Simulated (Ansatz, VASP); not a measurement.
## NaCl in VASP and in Ansatz

INCAR

```
SYSTEM = NaCl
PREC = Accurate
ENCUT = 500
EDIFF = 1E-6
ISMEAR = 0
SIGMA = 0.1
LREAL = .FALSE.
LASPH = .TRUE.
NELM = 200
ALGO = Normal
ISIF = 2
LWAVE = .FALSE.
LCHARG = .FALSE.
LDAU = .TRUE.
LDAUTYPE = 2
LDAUL = -1 1
LDAUU = 0 8.9
LDAUJ = 0 0
LDAUPRINT = 1
GGA = PS
NBANDS = 14
GGA_COMPAT = .FALSE.
```

File KPOINTS:

```
Automatic mesh
0
G
  4 4 4
  0 0 0
```

Contents of POSCAR:

```
NaCl
1.0
    3.5021900000      0.0000000000      0.0000000000
    0.0000000000      3.5021900000      0.0000000000
    0.0000000000      0.0000000000      3.5021900000
Na Cl
1 1
Direct
    0.0000000000      0.0000000000      0.0000000000
    0.5000000000      0.5000000000      0.5000000000
```

Input for Ansatz:

```yaml
crystal:
  lattice:
    - [3.50219, 0.0, 0.0]
    - [0.0, 3.50219, 0.0]
    - [0.0, 0.0, 3.50219]
  atoms:
    - { symbol: Na, position: [0.0, 0.0, 0.0] }
    - { symbol: Cl, position: [0.5, 0.5, 0.5] }
basis:
  ecutwfc: 420
kpoints:
  mp_grid: { grid: [4, 4, 4] }
hamiltonian:
  xc: pbesol
  hubbard:
    sites: [{ species: Cl, l: p, u_eff: 8.9 }]
    projectors: ortho-atomic
scf:
  occupations: { method: gaussian, width: 0.1 }
  max_iter: 20
output:
  forces: true
  stress: true
  eigenvalues: true
```

Alike in both runs: task single point; functional PBEsol; k mesh 4 × 4 × 4; occupations gaussian, width 0.1 eV; no spin polarisation; Hubbard terms Cl p U = 8.9 eV.

|  | VASP | Ansatz |
| --- | --- | --- |
| version | VASP 6.6.1 | Ansatz 0.2.0 |
| potentials or method | VASP PAW PBE potentials, release 64 (Na_pv, Cl), cutoff 500 eV | scalar-relativistic, plane waves, PAW |
| valence electrons in the cell | 14 | 16 |

Ansatz gave:

* gap on the k mesh at the Fermi level (eV): 7.68
* least direct gap on the mesh (eV): 8.19
* pressure (GPa): -1.1

Problem. What did VASP give for the same quantities?

Solution. gap on the k mesh at the Fermi level (eV): 4.38; least direct gap on the mesh (eV): 4.84; pressure (GPa): -2.0.

VASP's potentials were made for PBE, not for PBEsol. The programs project onto different local orbitals, so the same U acts differently, and such runs can settle in different states. VASP's potentials hold 14 valence electrons a cell and Ansatz's 16, so a difference there can come from the potentials and not from the codes.

The k mesh is coarse, so the values compare programs but aren't converged.
